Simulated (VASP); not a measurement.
Write the native input for VASP 6.6.1 that does the following.

```
Task                   : relaxation of cell and atoms
Functional             : PBE
Potentials or basis    : VASP PAW PBE potentials, release 64 (Zn, Sn_d, N)
Cutoff                 : 600 eV
k mesh                 : 3 × 3 × 6
Occupations            : gaussian, width 0.1 eV
Spin                   : no spin polarisation
Dipole correction      : no
Further INCAR settings : ALGO = Fast; EDIFF = 1e-07; IBRION = 2; EDIFFG = -0.04; NSW = 90; ISIF = 3
```

The structure of ZnSn2N3 lies in POSCAR:

```
ZnSn2N3
1.0
    5.8213275100      0.0000000000      0.0000000000
   -2.9106637500      5.0414175000      0.0000000000
    0.0000000000      0.0000000000      3.2697610900
Zn Sn N
1 2 3
Direct
    0.0000000000      0.0000000000      0.0000000000
    0.3333333300      0.6666666700      0.0000000000
    0.6666666700      0.3333333300      0.0000000000
    0.5000000000      0.0000000000      0.5000000000
    0.5000000000      0.5000000000      0.5000000000
    0.0000000000      0.5000000000      0.5000000000
```

The cell was generated, and may not be a known phase.

One way to write it, as run:

INCAR

```
SYSTEM = ZnSn2N3
  PREC = Accurate
  ENCUT = 600
  EDIFF = 1E-7
  ISMEAR = 0
  SIGMA = 0.1
  LREAL = .False.
  LASPH = .True.
  NELM = 80
  ALGO = Fast
  ISIF = 3
  LWAVE = .False.
  LCHARG = .False.
  GGA = PE
  IBRION = 2
  NSW = 90
  EDIFFG = -0.04
```

KPOINTS

```
Automatic mesh
0
Gamma
  3 3 6
  0 0 0
```

Potentials or basis: VASP PAW PBE potentials, release 64 (Zn, Sn_d, N).

Launch:

```bash
$ cat potpaw_PBE.64/Zn/POTCAR potpaw_PBE.64/Sn_d/POTCAR potpaw_PBE.64/N/POTCAR > POTCAR
$ mpirun -np 1 vasp_std > vasp.out
```

It gave:

| Item | Value |
| --- | --- |
| Relaxed volume | 14.62 Å³/atom |
| Relaxed cell | a = 5.862 Å, b = 5.862 Å, c = 2.947 Å, α = 90.00°, β = 90.00°, γ = 120.00° |
| Space group after relaxing (to 0.1 Å) | P6/mmm (No. 191) |
| Energy gained by relaxing | 145.8 meV/atom |
| Ionic steps | 5 |
| Pressure after relaxing | -0.3 GPa |
| Band gap on the k mesh | zero (an odd number of electrons rules out a gap without spin polarisation) |

Caveat: the k points lie up to 0.41 Å⁻¹ apart in the final cell, too coarse for converged energies and pressures of a metal; spin-orbit coupling is left out, which moves the levels of the heavy elements; an odd number of electrons without spin polarisation forces a metal; a magnetic or distorted state may lie lower.

Wall time 6.1 min on 1 thread of Oxide Virtual Turin-like Processor, on a shared host, peak memory 0.23 GiB.
